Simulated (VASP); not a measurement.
# B (P6_3/mmc) in VASP: a series of runs, part 2 of 2

VASP 6.6.1.

## 4. Single point, PBEsol (volume scaled by 0.8)

File INCAR:

```
SYSTEM = B
PREC = Accurate ; ENCUT = 520
EDIFF = 1E-7 ; ISMEAR = -1
SIGMA = 0.08 ; LREAL = .FALSE.
LASPH = .TRUE. ; NELM = 60
ALGO = Normal ; ISIF = 2
LWAVE = .FALSE. ; LCHARG = .FALSE.
GGA = PS ; NBANDS = 10
```

File KPOINTS:

```
Automatic mesh
0
G
  21 21 11
  0 0 0
```

File POSCAR:

```
B
1.0
    1.6797108244      0.0000000000      0.0000000000
   -0.8398554122      1.4546722449      0.0000000000
    0.0000000000      0.0000000000      5.8189065369
B
2
Direct
    0.3333333333      0.6666666667      0.2500000000
    0.6666666667      0.3333333333      0.7500000000
```

Potentials or basis: VASP PAW PBE potentials, release 64 (B).

Launch:

```bash
$ cat potpaw_PBE.64/B/POTCAR > POTCAR
$ mpirun -np 1 vasp_std > vasp.out
```

OUTCAR:

```text
SYSTEM = B
   PREC = Accurate
   ENCUT = 520
   EDIFF = 1E-7
   ISMEAR = -1
   LREAL = .FALSE.
   LASPH = .TRUE.
   NELM = 60
   ISIF = 2
   GGA = PS

 ion  position               nearest neighbor table
   1  0.333  0.667  0.250-
   2  0.667  0.333  0.750-

  LATTYP: Found a hexagonal cell.
 ALAT       =     1.6797108244
 C/A-ratio  =     3.4642311357

  Lattice vectors:

 A1 = (   1.6797108244,   0.0000000000,   0.0000000000)
 A2 = (  -0.8398554122,   1.4546722449,   0.0000000000)
 A3 = (   0.0000000000,   0.0000000000,   5.8189065369)

Analysis of symmetry for initial positions (statically):
=====================================================================
 Subroutine PRICEL returns:
 Original cell was already a primitive cell.

 Routine SETGRP: Setting up the symmetry group for a
 hexagonal supercell.

 Subroutine GETGRP returns: Found 24 space group operations
 (whereof 12 operations were pure point group operations)
 out of a pool of 24 trial point group operations.

The static configuration has the point symmetry D_3d.
 The point group associated with its full space group is D_6h.

Analysis of symmetry for dynamics (positions and initial velocities):
=====================================================================
 Subroutine PRICEL returns:
 Original cell was already a primitive cell.

 Routine SETGRP: Setting up the symmetry group for a
 hexagonal supercell.

 Subroutine GETGRP returns: Found 24 space group operations
 (whereof 12 operations were pure point group operations)
 out of a pool of 24 trial point group operations.

The dynamic configuration has the point symmetry D_3d.
 The point group associated with its full space group is D_6h.

 Subroutine INISYM returns: Found 24 space group operations
 (whereof 12 operations are pure point group operations),
 and found     1 'primitive' translations

----------------------------------------------------------------------------------------

[... 116 lines left out ...]
   LORBIT       =      0    0 simple, 1 ext, 2 COOP (PROOUT), +10 PAW based schemes
   GGA     = PS    functional components
   LHFCALC =     F    Hartree Fock is set to
   AEXX    =    0.0000 exact exchange contribution
   IVDW    =     0    specifies the selected vdW correction
   LEPSILON=     F    determine dielectric tensor
   LRPA    =     F    only Hartree local field effects (RPA)
 non-spin polarized calculation
  energy-cutoff  :      520.00
  volume of cell :       14.22
 maximum number of plane-waves:       402
   NGX =  7   NGY =  7   NGZ = 21

 number of electron       6.0000000 magnetization

 Free energy of the ion-electron system (eV)
  ---------------------------------------------------
  ext. energy  EPLUGINS =         0.00000000
  ---------------------------------------------------
  free energy    TOTEN  =       -12.46790907 eV

  energy without entropy =      -12.45622909  energy(sigma->0) =      -12.46206908

 E-fermi :   7.8304     XC(G=0): -11.6951

 val. band max:        7.8269718261   @ k =   0.2857   0.2857   0.2727
 cond. band min:       7.8456363464   @ k =   0.3333   0.0000   0.3636
 fundamental gap:      0.0186645203
 Fermi energy:         7.8304295887

 k-point     1 :       0.0000    0.0000    0.0000
  band No.  band energies     occupation
      1     -10.4136      2.00000
      2      -8.9890      2.00000
      3      -2.6594      2.00000
      4       2.6125      2.00000
      5      12.0784      0.00000
      6      24.1590      0.00000
      7      31.4089      0.00000
      8      33.5457      0.00000
      9      33.5457      0.00000
     10      33.5878      0.00000
[... 287 lines left out ...]
 k-point    24 :       0.1905    0.0952    0.0000
  band No.  band energies     occupation
      1      -7.3751      2.00000
      2      -6.2449      2.00000
      3       1.6997      2.00000
      4       6.7944      2.00000
      5      14.7305      0.00000
      6      21.8569      0.00000
      7      23.1708      0.00000
      8      25.4762      0.00000
      9      27.5044      0.00000
     10      27.5633      0.00000

 [... further k-points ...]

------------------------ aborting loop because EDIFF is reached ----------------------------------------

  FORCE on cell =-STRESS in cart. coord.  units (eV):
  Direction    XX          YY          ZZ          XY          YZ          ZX
  --------------------------------------------------------------------------------------
  -------------------------------------------------------------------------------------
  Total        1.5492282      1.5492282      1.5002827      0.0000000     -0.0000000      0.0000000
  in kB      174.5761499    174.5761499    169.0606879      0.0000000     -0.0000000      0.0000000
  external PRESSURE =     172.7376626 kB  Pullay stress =       0.0000000 kB

 VOLUME and BASIS-vectors are now :
 -----------------------------------------------------------------------------
  energy-cutoff  :      520.00
  volume of cell :       14.22
      direct lattice vectors                 reciprocal lattice vectors
     1.679710824  0.000000000  0.000000000     0.595340570  0.343720038  0.000000000
    -0.839855412  1.454672245  0.000000000     0.000000000  0.687440077  0.000000000
     0.000000000  0.000000000  5.818906537     0.000000000  0.000000000  0.171853594

 POSITION                                       TOTAL-FORCE (eV/Angst)
 -----------------------------------------------------------------------------------
     -0.00000      0.96978      1.45473        -0.000000     -0.000000      0.000000
      0.83986      0.48489      4.36418         0.000000      0.000000      0.000000
 -----------------------------------------------------------------------------------
    total drift:                               -0.000000      0.000000     -0.000000

  FREE ENERGIE OF THE ION-ELECTRON SYSTEM (eV)
  ---------------------------------------------------
  free  energy   TOTEN  =       -12.4679090659 eV

  energy  without entropy=      -12.4562290900  energy(sigma->0) =      -12.46206908
```

stdout:

```text
POSCAR found type information on POSCAR B
 POSCAR found :  1 types and       2 ions
 scaLAPACK will be used
 -----------------------------------------------------------------------------
|                                                                             |
|                                                                             |
|     You enforced a specific xc type in the INCAR file but a different       |
|     I HOPE YOU KNOW WHAT YOU ARE DOING!                                     |
|                                                                             |
 -----------------------------------------------------------------------------

 LDA part: xc-table for (Slater+PW92), standard interpolation
 POSCAR, INCAR and KPOINTS ok, starting setup
 FFT: planning ... GRIDC
 FFT: planning ... GRID_SOFT
 FFT: planning ... GRID
 WAVECAR not read
 entering main loop
```

It took 29 s on 1 thread of Intel Xeon 8259CL, shared host; peak memory 0.14 GiB.

Results:

- Free energy: -12.4679 eV
- Pressure: 17.3 GPa
- Band gap on the k mesh: zero (band 3 reaches 10.38 eV, above the bottom of band 4 at 0.01 eV)

Stress tensor (GPa, compression positive):
```
17.46  0.00  0.00
 0.00 17.46  0.00
 0.00  0.00 16.91
```

Levels at points of the mesh, in eV from the Fermi level:
| k point | band 1 | band 2 | band 3 | band 4 | band 5 | band 6 |
| --- | --- | --- | --- | --- | --- | --- |
| (0.00, 0.00, 0.00) | -18.24 | -16.82 | -10.49 | -5.22 | 4.25 | 16.33 |

Caveat: the PAW data sets were made with another functional, which shifts forces and pressure a little.

## 5. Summary

| cell | gap on the mesh (eV) | pressure (GPa) |
| --- | --- | --- |
| a = 1.617, b = 1.617, c = 4.711 Å, angles 90.0, 90.0, 120.0°, 2 atoms | none | 94.4 |
| a = 1.648, b = 1.648, c = 5.287 Å, angles 90.0, 90.0, 120.0°, 2 atoms | none | 45.4 |
| a = 1.680, b = 1.680, c = 5.819 Å, angles 90.0, 90.0, 120.0°, 2 atoms | none | 17.3 |

Alike in all rows: task single point; level PBEsol; potentials or basis VASP PAW PBE potentials, release 64 (B); no spin polarisation; k mesh 21 × 21 × 11; cutoff (eV) 520; smearing fermi-dirac 0.08 eV.

Caveats: the PAW data sets were made with another functional, which shifts forces and pressure a little.

Total energies depend on the potentials used, so only differences within one code and one set of settings carry meaning.
